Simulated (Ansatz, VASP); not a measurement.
Two plane-wave programs on H

The input INCAR:

```
SYSTEM = H
  ALGO = Normal
  EDIFF = 1E-7
  ENCUT = 520
  GGA = PE
  ISIF = 2
  ISMEAR = 0
  LASPH = .TRUE.
  LCHARG = .FALSE.
  LREAL = .FALSE.
  LWAVE = .FALSE.
  NBANDS = 10
  NELM = 100
  PREC = Accurate
  SIGMA = 0.05
```

File KPOINTS:

```
k-points
0
G
  9 9 6
  0 0 0
```

POSCAR

```
H
1.0
    3.9361336832      0.0000000000      0.0000000000
   -1.9680668416      3.4087917623      0.0000000000
    0.0000000000      0.0000000000      4.9204950112
H
4
Direct
    0.3333333333      0.6666666667      0.1764958800
    0.6666666667      0.3333333333      0.6764958800
    0.6666666667      0.3333333333      0.8235041200
    0.3333333333      0.6666666667      0.3235041200
```

Input for Ansatz:

```yaml
crystal:
  lattice:
    - [3.9361336832, 0.0, 0.0]
    - [-1.9680668416, 3.4087917623, 0.0]
    - [0.0, 0.0, 4.9204950112]
  atoms:
    - { symbol: H, position: [0.3333333333, 0.6666666667, 0.17649588] }
    - { symbol: H, position: [0.6666666667, 0.3333333333, 0.67649588] }
    - { symbol: H, position: [0.6666666667, 0.3333333333, 0.82350412] }
    - { symbol: H, position: [0.3333333333, 0.6666666667, 0.32350412] }
basis:
  ecutwfc: 420
kpoints:
  mp_grid: { grid: [9, 9, 6] }
hamiltonian:
  xc: pbe
scf:
  occupations: { method: gaussian, width: 0.05 }
output:
  forces: true
  stress: true
  eigenvalues: true
```

Change from the starting cell: strain +0.025 along x and y, -0.025 along z, atoms carried along.

Alike in both runs: task single point; functional PBE; k mesh 9 × 9 × 6; occupations gaussian, width 0.05 eV; no spin polarisation.

|  | VASP | Ansatz |
| --- | --- | --- |
| version | VASP 6.6.1 | Ansatz 0.2.0 |
| potentials or method | VASP PAW PBE potentials, release 64 (H), cutoff 520 eV | scalar-relativistic, plane waves, PAW |
| valence electrons in the cell | 4 | 4 |

VASP gave:

```
gap on the k mesh at the Fermi level (eV)                     : 9.83
least direct gap on the mesh (eV)                             : 9.83
pressure (GPa)                                                : 1.1
traceless stress, the component that is largest in VASP (GPa) : 2.36
rms of the force components (eV/Å)                            : 0.586
```

What did Ansatz give for the same quantities?

gap on the k mesh at the Fermi level (eV): 9.82; least direct gap on the mesh (eV): 9.82; pressure (GPa): 1.2; traceless stress, the component that is largest in VASP (GPa): 2.42; rms of the force components (eV/Å): 0.595.

Atom by atom the forces differ by 0.009 eV/Å (rms over components). The functional is the same, so the differences come from potentials, cutoffs and numerics.
